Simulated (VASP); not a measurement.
Si: single point with PBEsol

Crystal: Si.

```
CELL_PARAMETERS angstrom
3.82492 0.00000 0.00000
-1.91246 3.31248 0.00000
0.00000 0.00000 6.32350
ATOMIC_POSITIONS crystal
Si 0.33333 0.66667 0.00049
Si 0.66667 0.33333 0.50049
Si 0.33333 0.66667 0.37451
Si 0.66667 0.33333 0.87451
```

This isn't the form of Si at room conditions, which is diamond.

```
Program             : VASP 6.6.1
Task                : single point
Functional          : PBEsol
Potentials or basis : VASP PAW PBE potentials, release 64 (Si)
Cutoff              : 520 eV
k mesh              : 12 × 12 × 4
Occupations         : fermi-dirac, width 0.02 eV
Spin                : no spin polarisation
```

| Property | Result |
| --- | --- |
| Pressure | 0.1 GPa |
| Band gap on the k mesh | 0.29 eV (least direct gap 0.97 eV) |

Levels at points of the mesh, in eV from the valence-band top:
```csv
k point,band 4,band 5,band 6,band 7,band 8,band 9,band 10,band 11,band 12,band 13
"(0.00, 0.00, 0.00)",-1.54,-1.54,-0.36,0.00,0.00,0.97,1.94,1.94,2.29,3.52
"(0.50, 0.00, 0.00)",-6.01,-4.74,-3.09,-3.06,-1.45,0.29,2.27,2.88,3.04,4.39
"(0.00, 0.00, 0.50)",-4.28,-0.94,-0.94,-0.94,-0.94,1.75,1.75,2.92,2.92,2.92
"(0.50, 0.00, 0.50)",-7.31,-2.48,-2.48,-2.45,-2.45,0.81,0.81,1.56,1.56,5.58
```

Run time: 23 s on 1 thread of Intel(R) Xeon(R) 6975P-C (Granite Rapids) (shared host), peak memory 0.2 GiB.

Caveat: the PAW data sets were made with another functional, which shifts forces and pressure a little. A k mesh can miss the band edges.
